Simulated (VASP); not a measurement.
Here is a VASP 6.6.1 calculation.

File INCAR:

```
SYSTEM = Hg
  PREC = Accurate
  ENCUT = 520
  EDIFF = 1E-7
  ISMEAR = 0
  SIGMA = 0.1
  LREAL = .FALSE.
  LASPH = .TRUE.
  NELM = 80
  ALGO = Normal
  ISIF = 2
  LWAVE = .FALSE.
  LCHARG = .FALSE.
  GGA = CA
  NBANDS = 25
```

File KPOINTS:

```
regular mesh
0
G
  7 7 10
  0 0 0
```

The input POSCAR:

```
Hg
1.0
    5.4666960000      0.0000000000      0.0000000000
   -2.7333480000      4.7342980000      0.0000000000
    0.0000000000      0.0000000000      3.1852180000
Hg
3
Direct
    0.3333333333      0.6666666667      0.5000000000
    0.6666666667      0.3333333333      0.5000000000
    0.0000000000      0.0000000000      0.0000000000
```

Potentials or basis: VASP PAW LDA potentials, release 64 (Hg).

The run is started by

```sh
$ cat potpaw_LDA.64/Hg/POTCAR > POTCAR
$ mpirun -np 1 vasp_std > vasp.out
```

(1) What does it give for the band gap on the k mesh?

(2) Predict the pressure.

Answers

(1) zero (bands 18 and 19 overlap by 2.96 eV).

(2) -4.5 GPa.

Caveat: the cell stands under tension; spin-orbit coupling is left out, which moves the levels of the heavy elements.
